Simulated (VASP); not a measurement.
Input of a VASP 6.6.1 run:

Contents of INCAR:

```
SYSTEM = Ga2Cl3
ALGO = Normal
EDIFF = 1E-6
ENCUT = 520
GGA = PE
ISIF = 2
ISMEAR = 0
LASPH = .True.
LCHARG = .False.
LREAL = .False.
LWAVE = .False.
NBANDS = 32
NELM = 60
PREC = Accurate
SIGMA = 0.1
```

File KPOINTS:

```
k-points
0
Gamma
  12 12 4
  0 0 0
```

File POSCAR:

```
Ga2Cl3
1.0
    4.1508516712      0.0000000000      0.0000000000
   -2.0754258356      3.5947429946      0.0000000000
    0.0000000000      0.0000000000      9.5416647646
Ga Cl
2 3
Direct
    0.3333333333      0.6666666667      0.1784266583
    0.6666666667      0.3333333333      0.8215733417
    0.0000000000      0.0000000000      0.0000000000
    0.3333333333      0.6666666667      0.6942268829
    0.6666666667      0.3333333333      0.3057731171
```

Potentials or basis: VASP PAW PBE potentials, release 64 (Ga_d, Cl).

Launch:

```sh
$ cat potpaw_PBE.64/Ga_d/POTCAR potpaw_PBE.64/Cl/POTCAR > POTCAR
$ mpirun -np 1 vasp_std > vasp.out
```

Q: What does it give for the pressure?

A: 0.0 GPa.

Q: Predict the band gap on the k mesh.

A: Zero (an odd number of electrons rules out a gap without spin polarisation).

Forces on the atoms (eV/Å):
```
Ga   0.000  0.000 -0.003
Ga   0.000  0.000  0.003
Cl   0.000  0.000  0.000
Cl   0.000  0.000 -0.006
Cl   0.000  0.000  0.006
```

Caveat: this functional lacks dispersion, which binds layers or chains, so the pressure and a relaxed spacing across them are unreliable; an odd number of electrons without spin polarisation forces a metal; a magnetic or distorted state may lie lower.
